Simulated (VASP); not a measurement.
Write the native input for VASP 6.6.1 that does the following.

```
Task                   : single point
Functional             : r2SCAN
Potentials or basis    : VASP PAW PBE potentials, release 64 (C, Sr_sv)
Cutoff                 : 520 eV
k mesh                 : 6 × 6 × 6
Occupations            : fermi-dirac, width 0.02 eV
Spin                   : no spin polarisation
Dipole correction      : no
Further INCAR settings : ALGO = Normal; EDIFF = 1e-06; NBANDS = 19
```

The system is Sr2C.

```xyz
3
Lattice="0.0000 3.3601 3.3601 3.3601 0.0000 3.3601 3.3601 3.3601 0.0000" Properties=species:S:1:pos:R:3 pbc="T T T"
C     0.0000    0.0000    0.0000
Sr    1.6801    1.6801    1.6801
Sr    5.0402    5.0402    5.0402
```

One way to write it, as run:

POSCAR

```
Sr2C
1.0
    0.0000000000      3.3601424432      3.3601424432
    3.3601424432      0.0000000000      3.3601424432
    3.3601424432      3.3601424432      0.0000000000
C Sr
1 2
Direct
    0.0000000000      0.0000000000      0.0000000000
    0.2500000000      0.2500000000      0.2500000000
    0.7500000000      0.7500000000      0.7500000000
```

INCAR.step1

```
SYSTEM = Sr2C
  PREC = Accurate
  ENCUT = 520
  ISMEAR = -1
  SIGMA = 0.02
  LREAL = .False.
  LASPH = .True.
  NELM = 80
  NBANDS = 19
  GGA = PE
  ALGO = Normal
  EDIFF = 1E-4
  LWAVE = .True.
  LCHARG = .False.
```

INCAR.step2

```
SYSTEM = Sr2C
  PREC = Accurate
  ENCUT = 520
  EDIFF = 1E-6
  ISMEAR = -1
  SIGMA = 0.02
  LREAL = .False.
  LASPH = .True.
  NELM = 80
  ALGO = Normal
  ISIF = 2
  LWAVE = .False.
  LCHARG = .False.
  METAGGA = R2SCAN
  LMIXTAU = .True.
  NBANDS = 19
  ISTART = 1
```

KPOINTS

```
regular mesh
0
Gamma
  6 6 6
  0 0 0
```

Potentials or basis: VASP PAW PBE potentials, release 64 (C, Sr_sv).

Run with:

```console
$ cat potpaw_PBE.64/C/POTCAR potpaw_PBE.64/Sr_sv/POTCAR > POTCAR
$ cp INCAR.step1 INCAR
$ mpirun -np 1 vasp_std > vasp.out
$ cp INCAR.step2 INCAR
$ mpirun -np 1 vasp_std > vasp.out
```

It gave:

* Pressure: 0.2 GPa
* Band gap on the k mesh: 0.06 eV, direct

Caveat: the PAW data sets were made with another functional, which shifts forces and pressure a little.

Run time: 2.4 min on 1 thread of AMD EPYC 7R13, with other jobs on the host, peak memory 0.19 GiB.
